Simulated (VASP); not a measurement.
A run of VASP 6.6.1 is set up as follows.

File INCAR:

```
SYSTEM = NaF
  PREC = Accurate
  ENCUT = 520
  EDIFF = 1E-6
  ISMEAR = 0
  SIGMA = 0.05
  LREAL = .FALSE.
  LASPH = .TRUE.
  NELM = 60
  ALGO = Normal
  ISIF = 2
  LWAVE = .FALSE.
  LCHARG = .FALSE.
  GGA = PE
  NBANDS = 14
```

The input KPOINTS:

```
Automatic mesh
0
G
  8 8 8
  0 0 0
```

The input POSCAR:

```
NaF
1.0
    0.0000000000      2.2071350000      2.4394650000
    2.2071350000      0.0000000000      2.4394650000
    2.2071350000      2.2071350000      0.0000000000
Na F
1 1
Direct
    0.0000000000      0.0000000000      0.0000000000
    0.5000000000      0.5000000000      0.5000000000
```

Potentials or basis: VASP PAW PBE potentials, release 64 (Na_pv, F).

Run with:

```bash
$ cat potpaw_PBE.64/Na_pv/POTCAR potpaw_PBE.64/F/POTCAR > POTCAR
$ mpirun -np 1 vasp_std > vasp.out
```

(1) What does it give for the pressure?

(2) Estimate the band gap on the k mesh.

Answers

(1) 6.2 GPa.

(2) 6.52 eV, direct.

Caveat: the cell differs from its parent crystal (strain -0.050 along x and y, +0.050 along z).
